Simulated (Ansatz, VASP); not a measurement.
**Si: VASP beside Ansatz**

The input INCAR:

```
SYSTEM = Si
ALGO = Normal ; EDIFF = 1E-7
ENCUT = 520 ; GGA = PS
ISIF = 2 ; ISMEAR = -1
ISPIN = 2 ; LASPH = .TRUE.
LCHARG = .FALSE. ; LORBIT = 11
LREAL = .FALSE. ; LWAVE = .FALSE.
MAGMOM = -0.06 -0.59 ; NBANDS = 15
NELM = 150 ; PREC = Accurate
SIGMA = 0.1
```

The input KPOINTS:

```
k-points
0
G
  8 8 8
  0 0 0
```

Contents of POSCAR:

```
Si
1.0
    0.0000000000      2.6662876123      2.6662876123
    2.6662876123      0.0000000000      2.6662876123
    2.6662876123      2.6662876123      0.0000000000
Si
2
Direct
    0.5000000000      0.5000000000      0.5000000000
    0.7500000000      0.7500000000      0.7500000000
```

File input.yaml:

```yaml
crystal:
  lattice:
    - [0.0, 2.6662876123, 2.6662876123]
    - [2.6662876123, 0.0, 2.6662876123]
    - [2.6662876123, 2.6662876123, 0.0]
  atoms:
    - { symbol: Si, position: [0.5, 0.5, 0.5], spin: -0.06 }
    - { symbol: Si, position: [0.75, 0.75, 0.75], spin: -0.59 }
kpoints:
  mp_grid: { grid: [8, 8, 8] }
scf:
  occupations: { method: fermi_dirac, width: 0.1 }
hamiltonian:
  xc: pbesol
  pseudopotentials:
    kind: all_electron
    lapw: { basis_error: 0.002 }
    relativity: none
magnetization:
  spin_polarized: true
output:
  forces: true
  stress: true
  eigenvalues: true
```

Change from the starting cell: volume scaled by 0.94.

Alike in both runs: task single point; functional PBEsol; k mesh 8 × 8 × 8; occupations fermi-dirac, width 0.1 eV; collinear spin.

|  | VASP | Ansatz |
| --- | --- | --- |
| version | VASP 6.6.1 | Ansatz 0.2.0 |
| potentials or method | VASP PAW PBE potentials, release 64 (Si), cutoff 520 eV | all-electron LAPW, non-relativistic |

Ansatz gave:

| Item | Value |
| --- | --- |
| gap on the k mesh at the Fermi level (eV) | 0.44 |
| least direct gap on the mesh (eV) | 2.54 |
| pressure (GPa) | 6.0 |
| net moment per atom (μB) | 0.00 |

Question: Estimate VASP's values.

Answer: gap on the k mesh at the Fermi level (eV): 0.41; least direct gap on the mesh (eV): 2.54; pressure (GPa): 6.1; net moment per atom (μB): 0.00.

VASP's potentials were made for PBE, not for PBEsol. Ansatz ran all-electron here, and VASP with PAW potentials.

A gap of «none» marks a metal or a gap under the smearing width.
